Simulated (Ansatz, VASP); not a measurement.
# Be2C: VASP beside Ansatz

File INCAR:

```
SYSTEM = Be2C
  ALGO = Normal
  EDIFF = 1E-6
  ENCUT = 600
  GGA = PE
  GGA_COMPAT = .False.
  ISIF = 2
  ISMEAR = -1
  LASPH = .True.
  LCHARG = .True.
  LELF = .True.
  LREAL = .False.
  LVHAR = .True.
  LWAVE = .False.
  NBANDS = 11
  NELM = 120
  PREC = Accurate
  SIGMA = 0.02
```

File KPOINTS:

```
k-points
0
Gamma
  10 10 10
  0 0 0
```

POSCAR

```
Be2C
1.0
    0.0000000000      2.1533560359      2.1533560359
    2.1533560359      0.0000000000      2.1533560359
    2.1533560359      2.1533560359      0.0000000000
C Be
1 2
Direct
    0.0000000000      0.0000000000      0.0000000000
    0.2500000000      0.2500000000      0.2500000000
    0.7500000000      0.7500000000      0.7500000000
```

Input for Ansatz:

```yaml
crystal:
  lattice:
    - [0.0, 2.1533560359, 2.1533560359]
    - [2.1533560359, 0.0, 2.1533560359]
    - [2.1533560359, 2.1533560359, 0.0]
  atoms:
    - { symbol: C, position: [0.0, 0.0, 0.0] }
    - { symbol: Be, position: [0.25, 0.25, 0.25] }
    - { symbol: Be, position: [0.75, 0.75, 0.75] }
kpoints:
  mp_grid: { grid: [10, 10, 10] }
  band_path:
    path:
      - [0.0, 0.0, 0.0]
      - [0.5, 0.0, 0.5]
      - [0.625, 0.25, 0.625]
      - [0.375, 0.375, 0.75]
      - [0.5, 0.5, 0.5]
      - [0.5, 0.25, 0.75]
    npoints: 1
hamiltonian:
  xc: pbe
scf:
  occupations: { method: fermi_dirac, width: 0.02 }
  n_extra_bands: 4
output:
  forces: true
  stress: true
  eigenvalues: true
```

Change from the starting cell: hydrostatic strain -0.3%.

Alike in both runs: task single point; functional PBE; k mesh 10 × 10 × 10; occupations fermi-dirac, width 0.02 eV; no spin polarisation.

|  | VASP | Ansatz |
| --- | --- | --- |
| version | VASP 6.6.1 | Ansatz 0.2.0 |
| potentials or method | VASP PAW PBE potentials, release 64 (C, Be) | plane waves, PAW |
| plane-wave cutoff (eV) | 600 | 420 |
| valence electrons in the cell | 8 | 8 |

|  | VASP | Ansatz | Ansatz less VASP |
| --- | --- | --- | --- |
| gap on the k mesh at the Fermi level (eV) | 1.16 | 1.18 | +0.012 |
| pressure (GPa) | 3.4 | 3.1 | -0.27 |
